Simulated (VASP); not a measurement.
# Rh in VASP: a series of runs

Rh is run at these levels: PBEsol; tasks: single point.

All numbers are computed with VASP 6.6.1; they aren't measurements. Logs are shortened: lines on timing, memory, paths and dates and some standing lists are left out, and cuts for length are marked.

## 1. The cell of the first run

The cell holds a slab with vacuum, 5 atoms: a = 3.780 Å, b = 2.673 Å, c = 21.345 Å, α = 90.00°, β = 90.00°, γ = 90.00°.

## 2. Single point, PBEsol

Contents of INCAR:

```
ALGO = Normal
DIPOL = 0.5 0.5 0.500
EDIFF = 1E-6
ENCUT = 400
GGA = PS
GGA_COMPAT = False
IDIPOL = 3
ISIF = 2
ISMEAR = 1
LASPH = True
LCHARG = False
LDIPOL = True
LREAL = False
LWAVE = False
NBANDS = 46
NELM = 120
NELMDL = -8
PREC = Accurate
SIGMA = 0.1
```

Contents of KPOINTS:

```
k-points
0
Gamma
  9 12 1
```

Contents of POSCAR:

```
Rh
1.0
    3.7795061340      0.0000000000      0.0000000000
    0.0000000000      2.6725144170      0.0000000000
    0.0000000000      0.0000000000     21.3450288330
Rh
5
Direct
    0.0000000000      0.0000000000      0.3747945277
    0.5000000000      0.5000000000      0.4373972638
    0.0000000000      0.0000000000      0.5000000000
    0.5000000000      0.5000000000      0.5626027362
    0.0000000000      0.0000000000      0.6252054723
```

Potentials or basis: VASP PAW PBE potentials, release 64 (Rh_pv).

The run is started by

```bash
> cat potpaw_PBE.64/Rh_pv/POTCAR > POTCAR
> mpirun -np 1 vasp_std > vasp.out
```

OUTCAR:

```text
EDIFF = 1E-6
   ENCUT = 400
   GGA = PS
   ISIF = 2
   ISMEAR = 1
   LASPH = True
   LREAL = False
   NELM = 120
   NELMDL = -8
   PREC = Accurate

 ion  position               nearest neighbor table
   1  0.000  0.000  0.375-   2 2.67   2 2.67   2 2.67   2 2.67   3 2.67
   2  0.500  0.500  0.437-   1 2.67   1 2.67   1 2.67   1 2.67   3 2.67   3 2.67   3 2.67   3 2.67
                             4 2.67
   3  0.000  0.000  0.500-   1 2.67   5 2.67   4 2.67   2 2.67   2 2.67   4 2.67   2 2.67   4 2.67
                             2 2.67   4 2.67
   4  0.500  0.500  0.563-   5 2.67   5 2.67   5 2.67   5 2.67   3 2.67   3 2.67   3 2.67   3 2.67
                             2 2.67
   5  0.000  0.000  0.625-   4 2.67   4 2.67   4 2.67   4 2.67   3 2.67

  LATTYP: Found a simple orthorhombic cell.
 ALAT       =     2.6725144170
 B/A-ratio  =     1.4142135623
 C/A-ratio  =     7.9868713513

  Lattice vectors:

 A1 = (   0.0000000000,  -2.6725144170,   0.0000000000)
 A2 = (   3.7795061340,   0.0000000000,   0.0000000000)
 A3 = (   0.0000000000,   0.0000000000,  21.3450288330)

Analysis of symmetry for initial positions (statically):
=====================================================================
 Subroutine PRICEL returns:
 Original cell was already a primitive cell.

 Routine SETGRP: Setting up the symmetry group for a
 simple orthorhombic supercell.

 Subroutine GETGRP returns: Found  8 space group operations
 (whereof  8 operations were pure point group operations)
 out of a pool of  8 trial point group operations.

The static configuration has the point symmetry D_2h.

Analysis of symmetry for dynamics (positions and initial velocities):
=====================================================================
 Subroutine PRICEL returns:
 Original cell was already a primitive cell.

 Routine SETGRP: Setting up the symmetry group for a
 simple orthorhombic supercell.

 Subroutine GETGRP returns: Found  8 space group operations
 (whereof  8 operations were pure point group operations)
 out of a pool of  8 trial point group operations.

The dynamic configuration has the point symmetry D_2h.

 Subroutine INISYM returns: Found  8 space group operations
 (whereof  8 operations are pure point group operations),
 and found     1 'primitive' translations

----------------------------------------------------------------------------------------

                                     Primitive cell

  volume of cell :     215.6015

  direct lattice vectors                    reciprocal lattice vectors
     3.779506134  0.000000000  0.000000000     0.264584833  0.000000000  0.000000000
     0.000000000  2.672514417  0.000000000     0.000000000  0.374179459  0.000000000
     0.000000000  0.000000000 21.345028833     0.000000000  0.000000000  0.046849316

  length of vectors
     3.779506134  2.672514417 21.345028833     0.264584833  0.374179459  0.046849316

  position of ions in fractional coordinates (direct lattice)
     0.000000000  0.000000000  0.374794528
     0.500000000  0.500000000  0.437397264
     0.000000000  0.000000000  0.500000000
     0.500000000  0.500000000  0.562602736
     0.000000000  0.000000000  0.625205472

  ion indices of the primitive-cell ions
   primitive index   ion index
                 1           1
                 2           2
                 3           3
                 4           4
                 5           5

----------------------------------------------------------------------------------------

 KPOINTS: k-points

Automatic generation of k-mesh.
 Grid dimensions read from file:
 generate k-points for:    9   12    1

 Generating k-lattice:

  Cartesian coordinates                     Fractional coordinates (reciprocal lattice)
     0.029398315  0.000000000  0.000000000     0.111111111  0.000000000  0.000000000
     0.000000000  0.031181622  0.000000000     0.000000000  0.083333333  0.000000000
     0.000000000  0.000000000  0.046849316     0.000000000  0.000000000  1.000000000

  Length of vectors
     0.029398315  0.031181622  0.046849316

  Shift w.r.t. Gamma in fractional coordinates (k-lattice)
     0.000000000  0.000000000  0.000000000

 Subroutine IBZKPT returns following result:
 ===========================================

 Found     35 irreducible k-points:

 Following reciprocal coordinates:
            Coordinates               Weight
  0.000000  0.000000  0.000000      1.000000
  0.111111  0.000000  0.000000      2.000000
  0.222222  0.000000  0.000000      2.000000
  0.333333  0.000000  0.000000      2.000000
  0.444444  0.000000  0.000000      2.000000
  0.000000  0.083333  0.000000      2.000000
[... 16 lines left out ...]
  0.222222  0.333333  0.000000      4.000000
  0.333333  0.333333  0.000000      4.000000
 [... further k-points ...]
   k-points           NKPTS =     35   k-points in BZ     NKDIM =     35   number of bands    NBANDS=     46
   number of dos      NEDOS =    301   number of ions     NIONS =      5
   total plane-waves  NPLWV =  70560
   dimension x,y,z NGX =    28 NGY =   18 NGZ =  140
   dimension x,y,z NGXF=    56 NGYF=   36 NGZF=  280
   ions per type =               5
   NGX,Y,Z   is equivalent  to a cutoff of  12.32, 11.20, 10.90 a.u.
   NGXF,Y,Z  is equivalent  to a cutoff of  24.63, 22.39, 21.81 a.u.
 SYSTEM =  unknown system
   PREC   = accura    normal or accurate (medium, high low for compatibility)
   ISTART =      0    job   : 0-new  1-cont  2-samecut
   ICHARG =      2    charge: 1-file 2-atom 10-const
   ISPIN  =      1    spin polarized calculation?
   LNONCOLLINEAR =      F non collinear calculations
   LSORBIT =      F    spin-orbit coupling
   LASPH  =      T    aspherical Exc in radial PAW
   ENCUT  =  400.0 eV  29.40 Ry    5.42 a.u.   6.16  4.36 34.81*2*pi/ulx,y,z
   NELM   =    120;   NELMIN=  2; NELMDL= -8     # of ELM steps
   EDIFF  = 0.1E-05   stopping-criterion for ELM
   LREAL  =      F    real-space projection
   EDIFFG = 0.1E-04   stopping-criterion for IOM
   NSW    =      0    number of steps for IOM
   IBRION =     -1    ionic relax: 0-MD 1-quasi-New 2-CG
   NFREE  =      0    steps in history (QN), initial steepest desc. (CG)
   ISIF   =      2    stress and relaxation
   ISYM   =      2    0-nonsym 1-usesym 2-fastsym
   POTIM  = 0.5000    time-step for ionic-motion
   TEBEG  =    0.0;   TEEND  =   0.0 temperature during run
   PSTRESS=    0.0 pullay stress
   NELECT =      75.0000    total number of electrons
   NUPDOWN=      -1.0000    fix difference up-down
   EMIN   =  10.00;   EMAX   =-10.00  energy-range for DOS
   EFERMI =   0.00;   METHOD = LEGACY
   ISMEAR =     1;   SIGMA  =   0.10  broadening in eV -4-tet -1-fermi 0-gaus
   EFERMI_NEDOS =   21; number of points for ismear=-14 and -15
   IALGO  =     38    algorithm
   IMIX   =      4    mixing-type and parameters
     AMIX     =   0.40;   BMIX     =  1.00
     AMIX_MAG =   1.60;   BMIX_MAG =  1.00
  volume/ion in A,a.u.               =      43.12       290.99
  Fermi-wavevector in a.u.,A,eV,Ry     =   1.151360  2.175756 18.036303  1.325631
  Thomas-Fermi vector in A             =   2.288019
   LORBIT       =      0    0 simple, 1 ext, 2 COOP (PROOUT), +10 PAW based schemes
   GGA     = PS    functional components
   LHFCALC =     F    Hartree Fock is set to
   AEXX    =    0.0000 exact exchange contribution
   IVDW    =     0    specifies the selected vdW correction
   LEPSILON=     F    determine dielectric tensor
   LRPA    =     F    only Hartree local field effects (RPA)
 non-spin polarized calculation
 Methfessel and Paxton  Order N= 1 SIGMA  =   0.10
  energy-cutoff  :      400.00
  volume of cell :      215.60
 maximum number of plane-waves:      3958
 NGX is ok and might be reduce to    28

 number of electron      75.0000000 magnetization

 dipolmoment           0.000000      0.000000     -0.000000 electrons x Angstroem

 Free energy of the ion-electron system (eV)
  ---------------------------------------------------
  ext. energy  EPLUGINS =         0.00000000
  ---------------------------------------------------
  free energy    TOTEN  =       -36.90509777 eV

  energy without entropy =      -36.90228305  energy(sigma->0) =      -36.90415953

 E-fermi :   0.5495     XC(G=0):  -5.4873

 val. band max:        0.5462338969   @ k =   0.2222   0.3333   0.0000
 cond. band min:       0.5603359936   @ k =   0.0000   0.5000   0.0000
 fundamental gap:      0.0141020967
 Fermi energy:         0.5495046165

 k-point     1 :       0.0000    0.0000    0.0000
  band No.  band energies     occupation
      1     -46.4310      2.00000
      2     -46.3367      2.00000
      3     -46.0856      2.00000
      4     -46.0518      2.00000
      5     -46.0288      2.00000
      6     -45.9036      2.00000
[... 38 lines left out ...]
     45       4.8521      0.00000
     46       5.4108      0.00000

 k-point     2 :       0.1111    0.0000    0.0000
  band No.  band energies     occupation
      1     -46.4253      2.00000
      2     -46.3595      2.00000
      3     -46.0590      2.00000
      4     -46.0464      2.00000
      5     -46.0459      2.00000
      6     -45.8958      2.00000
[... 38 lines left out ...]
     45       4.6794      0.00000
     46       4.9613      0.00000

 k-point     3 :       0.2222    0.0000    0.0000
  band No.  band energies     occupation
      1     -46.4104      2.00000
      2     -46.4041      2.00000
      3     -46.0766      2.00000
      4     -46.0318      2.00000
      5     -46.0038      2.00000
      6     -45.8895      2.00000
[... 1018 lines left out ...]
     45       6.6933      0.00000
     46       7.5484      0.00000

 k-point    24 :       0.3333    0.3333    0.0000
  band No.  band energies     occupation
      1     -46.4214      2.00000
      2     -46.3662      2.00000
      3     -46.3545      2.00000
      4     -46.1544      2.00000
      5     -46.1021      2.00000
      6     -46.0069      2.00000
[... 38 lines left out ...]
     45       6.1982      0.00000
     46       7.0368      0.00000

 [... further k-points ...]

------------------------ aborting loop because EDIFF is reached ----------------------------------------

 vacuum level on the upper side and lower side of the slab       (xc-potential included)        -0.121        -0.121

  FORCE on cell =-STRESS in cart. coord.  units (eV):
  Direction    XX          YY          ZZ          XY          YZ          ZX
  --------------------------------------------------------------------------------------
  -------------------------------------------------------------------------------------
  Total       -5.5769065     -6.0075114     -5.4482413      0.0000000      0.0000000      0.0000000
  in kB      -41.4430860    -44.6429955    -40.4869495      0.0000000      0.0000000      0.0000000
  external PRESSURE =     -42.1910103 kB  Pullay stress =       0.0000000 kB

 VOLUME and BASIS-vectors are now :
 -----------------------------------------------------------------------------
  energy-cutoff  :      400.00
  volume of cell :      215.60
      direct lattice vectors                 reciprocal lattice vectors
     3.779506134  0.000000000  0.000000000     0.264584833  0.000000000  0.000000000
     0.000000000  2.672514417  0.000000000     0.000000000  0.374179459  0.000000000
     0.000000000  0.000000000 21.345028833     0.000000000  0.000000000  0.046849316

 POSITION                                       TOTAL-FORCE (eV/Angst)
 -----------------------------------------------------------------------------------
      0.00000      0.00000      8.00000         0.000000      0.000000      1.331541
      1.88975      1.33626      9.33626         0.000000      0.000000     -0.835546
      0.00000      0.00000     10.67251         0.000000      0.000000      0.000000
      1.88975      1.33626     12.00877         0.000000      0.000000      0.835546
      0.00000      0.00000     13.34503        -0.000000      0.000000     -1.331541
 -----------------------------------------------------------------------------------
    total drift:                                0.000000      0.000000      0.000000

  FREE ENERGIE OF THE ION-ELECTRON SYSTEM (eV)
  ---------------------------------------------------
  free  energy   TOTEN  =       -36.9050977721 eV

  energy  without entropy=      -36.9022830460  energy(sigma->0) =      -36.90415953

 vacuum level on the upper side and lower side of the slab         5.117         5.117
```

Run time: 12 min. Hardware: 1 thread of Oxide Virtual Turin-like, shared host; peak memory 0.3 GiB.

Results:

| Quantity | Value |
| --- | --- |
| Free energy | -36.9051 eV |
| Largest force | 1.332 eV/Å |
| Band gap on the k mesh | zero (an odd number of electrons rules out a gap without spin polarisation) |

Forces on the atoms (eV/Å):
```
Rh   0.000  0.000  1.332
Rh   0.000  0.000 -0.836
Rh   0.000  0.000  0.000
Rh   0.000  0.000  0.836
Rh   0.000  0.000 -1.332
```

Caveat: the PAW data sets were made with another functional, which shifts forces and pressure a little.

## 3. Single point, PBEsol

This run uses another cell than the first one: it holds 11 atoms, not 5.

Contents of INCAR:

```
PREC = Accurate
ENCUT = 400
EDIFF = 1E-6
ISMEAR = 1
SIGMA = 0.1
LREAL = False
LASPH = True
NELM = 120
ALGO = Normal
ISIF = 2
LWAVE = False
LCHARG = False
LDIPOL = True
IDIPOL = 3
DIPOL = 0.5 0.5 0.500
GGA = PS
NBANDS = 94
GGA_COMPAT = False
NELMDL = -8
```

Contents of KPOINTS:

```
Automatic mesh
0
Gamma
  4 5 1
```

Contents of POSCAR:

```
Rh
1.0
    3.7795061340      0.0000000000      0.0000000000
    0.0000000000      2.6725144170      0.0000000000
    0.0000000000      0.0000000000     29.3625720830
Rh
11
Direct
    0.0000000000      0.0000000000      0.2724556955
    0.5000000000      0.5000000000      0.3179645564
    0.0000000000      0.0000000000      0.3634734173
    0.5000000000      0.5000000000      0.4089822782
    0.0000000000      0.0000000000      0.4544911391
    0.5000000000      0.5000000000      0.5000000000
    0.0000000000      0.0000000000      0.5455088609
    0.5000000000      0.5000000000      0.5910177218
    0.0000000000      0.0000000000      0.6365265827
    0.5000000000      0.5000000000      0.6820354436
    0.0000000000      0.0000000000      0.7275443045
```

Potentials or basis: VASP PAW PBE potentials, release 64 (Rh_pv).

The run is started by

```bash
> cat potpaw_PBE.64/Rh_pv/POTCAR > POTCAR
> mpirun -np 1 vasp_std > vasp.out
```

Wall time 14 min (1 thread of Oxide Virtual Turin-like, shared host); peak memory 0.32 GiB.

Results (log left out):

| Item | Value |
| --- | --- |
| Free energy | -85.6965 eV |
| Largest force | 1.057 eV/Å |
| Band gap on the k mesh | zero (an odd number of electrons rules out a gap without spin polarisation) |

Forces on the atoms (eV/Å):
```
Rh   0.000  0.000  1.057
Rh   0.000  0.000 -0.517
Rh   0.000  0.000 -0.453
Rh   0.000  0.000  0.120
Rh   0.000  0.000 -0.338
Rh   0.000  0.000  0.000
Rh   0.000  0.000  0.338
Rh   0.000  0.000 -0.120
Rh   0.000  0.000  0.453
Rh   0.000  0.000  0.517
Rh   0.000  0.000 -1.057
```

Levels at points of the mesh, in eV from the Fermi level:
```
           k point  band 80  band 81  band 82  band 83  band 84  band 85  band 86  band 87  band 88  band 89
(0.00, 0.00, 0.00)    -0.77    -0.72    -0.39    -0.39    -0.38    -0.26     0.12     0.18     0.27     0.44
(0.50, 0.00, 0.00)    -0.22    -0.14    -0.13    -0.07     0.15     0.15     0.16     0.32     0.32     0.39
```

Caveat: the k points lie up to 0.47 Å⁻¹ apart, too coarse for converged energies and pressures of a metal; the PAW data sets were made with another functional, which shifts forces and pressure a little.

The gap in the log of VASP goes by the Fermi energy; the results here count the filled bands.